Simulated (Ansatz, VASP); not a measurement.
## One calculation of KSrCl3, two programs

POSCAR

```
KSrCl3
1.0
    5.6362001317      0.0000000000      0.0000000000
    0.0000000000      5.6362001317      0.0000000000
    0.0000000000      0.0000000000      5.6362001317
K Sr Cl
1 1 3
Direct
    0.0000000000      0.0000000000      0.0000000000
    0.5000000000      0.5000000000      0.5000000000
    0.5000000000      0.5000000000      0.0000000000
    0.5000000000      0.0000000000      0.5000000000
    0.0000000000      0.5000000000      0.5000000000
```

The input INCAR.step1:

```
  ALGO = Normal
  EDIFF = 1E-5
  ENCUT = 520
  GGA = PE
  ISIF = 2
  ISMEAR = 0
  LASPH = T
  LCHARG = F
  LREAL = F
  LWAVE = T
  NBANDS = 28
  NELM = 80
  PREC = Accurate
  SIGMA = 0.01
```

Contents of INCAR.step2:

```
  ALGO = Normal
  EDIFF = 1E-6
  ENCUT = 520
  GGA = PE
  HFSCREEN = 0.2079
  ISIF = 2
  ISMEAR = 0
  ISTART = 1
  LASPH = T
  LCHARG = F
  LHFCALC = T
  LREAL = F
  LWAVE = F
  NBANDS = 28
  NELM = 80
  PREC = Accurate
  PRECFOCK = Fast
  SIGMA = 0.01
```

The input KPOINTS:

```
k-points
0
Gamma
  2 2 2
```

Input for Ansatz:

```yaml
crystal:
  lattice:
    - [5.6362001317, 0.0, 0.0]
    - [0.0, 5.6362001317, 0.0]
    - [0.0, 0.0, 5.6362001317]
  atoms:
    - { symbol: K, position: [0.0, 0.0, 0.0] }
    - { symbol: Sr, position: [0.5, 0.5, 0.5] }
    - { symbol: Cl, position: [0.5, 0.5, 0.0] }
    - { symbol: Cl, position: [0.5, 0.0, 0.5] }
    - { symbol: Cl, position: [0.0, 0.5, 0.5] }
kpoints:
  mp_grid: { grid: [2, 2, 2] }
hamiltonian:
  xc: hse06
scf:
  occupations: { method: fixed }
  n_extra_bands: 5
output:
  forces: true
  stress: true
  eigenvalues: true
  write_density: true
  write_potential: true
  elf: true
  volumetric_format: npy
```

Alike in both runs: task single point; functional HSE06; k mesh 2 × 2 × 2; no spin polarisation.

```csv
,VASP,Ansatz
version,VASP 6.6.1,Ansatz 0.2.0
potentials or method,"VASP PAW PBE potentials, release 64 (K_sv, Sr_sv, Cl)","plane waves, PAW"
plane-wave cutoff (eV),520,420
occupations,"gaussian, width 0.01 eV",fixed
valence electrons in the cell,40,40
```

Ansatz gave:

| Item | Value |
| --- | --- |
| gap on the k mesh at the Fermi level (eV) | 5.74 |
| pressure (GPa) | 0.4 |

Question: What did VASP give for the same quantities?

Answer: gap on the k mesh at the Fermi level (eV): 5.74; pressure (GPa): 0.5.

Ansatz's warnings: stress exchange threshold loose, stress scf threshold loose.

The k mesh is coarse, so the values compare programs but aren't converged.
